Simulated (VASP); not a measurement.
Crystal: NaCl.

```
Cl Na
1.0
     0.00000    2.79406    2.79406
     2.79406    0.00000    2.79406
     2.79406    2.79406    0.00000
Cl Na
1 1
Cartesian
  2.7941 2.7941 2.7941
  0.0000 0.0000 0.0000
```

| Property | Result |
| --- | --- |
| Program | VASP 6.6.1 |
| Task | relaxation of cell and atoms |
| Functional | revPBE |
| Dispersion | D4 |
| Potentials or basis | VASP PAW PBE potentials, release 64 (Cl, Na_pv) |
| Cutoff | 600 eV |
| k mesh | 8 × 8 × 8 |
| Occupations | fermi-dirac, width 0.05 eV |
| Spin | no spin polarisation |

At the start: pressure 1.6 GPa; volume 21.81 Å³/atom.

Task: Where does the relaxation end?

Result: Over 3 steps the energy falls by 6.4 meV/atom and the volume is 23.25 Å³/atom (+6.6 %); space group Fm-3m (No. 225, to 0.05 Å).

The path:
```
step  energy change (eV)  largest force (eV/Å)  pressure (GPa)  volume (Å³)
   1              0.0000                0.0000            1.58        43.63
   2             -0.0098                0.0000            0.79        45.00
   3             -0.0129                0.0000            0.01        46.50
```

Final structure:
```cif
data_structure
_symmetry_space_group_name_H-M 'P 1'
_symmetry_Int_Tables_number 1
_cell_length_a 4.0364
_cell_length_b 4.0364
_cell_length_c 4.0364
_cell_angle_alpha 60.000
_cell_angle_beta 60.000
_cell_angle_gamma 60.000
_cell_volume 46.50
loop_
_atom_site_label
_atom_site_type_symbol
_atom_site_fract_x
_atom_site_fract_y
_atom_site_fract_z
_atom_site_occupancy
Cl1 Cl 0.50000 0.50000 0.50000 1
Na1 Na 0.00000 0.00000 0.00000 1
```

Caveat: the PAW data sets were made with another functional, which shifts forces and pressure a little.
